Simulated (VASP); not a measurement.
Runs of VASP 6.6.1 on Os. The structure is that of space group Fm-3m (No. 225), or close to it. The cells are those of the table. This isn't the form of Os at room conditions, which is hcp.

```tsv
task	cell	gap on the mesh (eV)	pressure (GPa)
electric field gradients	a = 2.764, b = 2.764, c = 2.751 Å, angles 60.2, 60.2, 59.7°, 1 atom	none	-23.2
single point	a = 2.737, b = 2.737, c = 2.751 Å, angles 59.8, 59.8, 60.3°, 1 atom	none	-16.5
electric field gradients	a = 2.723, b = 2.723, c = 2.751 Å, angles 59.7, 59.7, 60.7°, 1 atom	none	(a)
single point	a = 2.764, b = 2.764, c = 2.751 Å, angles 60.2, 60.2, 59.7°, 1 atom	none	-23.2
electric field gradients	a = 2.805 Å, angles 60.0°, 1 atom	none	-36.6
```

Alike in all rows: level PBEsol; potentials or basis VASP PAW PBE potentials, release 64 (Os); no spin polarisation; k mesh 14 × 14 × 14; cutoff (eV) 520; smearing fermi-dirac 0.03 eV.

Estimate the missing entries.

(a) -12.8.

Caveats: the PAW data sets were made with another functional, which shifts forces and pressure a little; spin-orbit coupling is left out, which moves the levels of the heavy elements; the cell stands under tension (at least some runs); the stress differs along the axes, from -15 to -9 GPa (at least some runs).

A k mesh can miss the band edges, and the runs leave out spin-orbit coupling on Os.

A gap of «none» marks levels without a gap at the run's occupations.
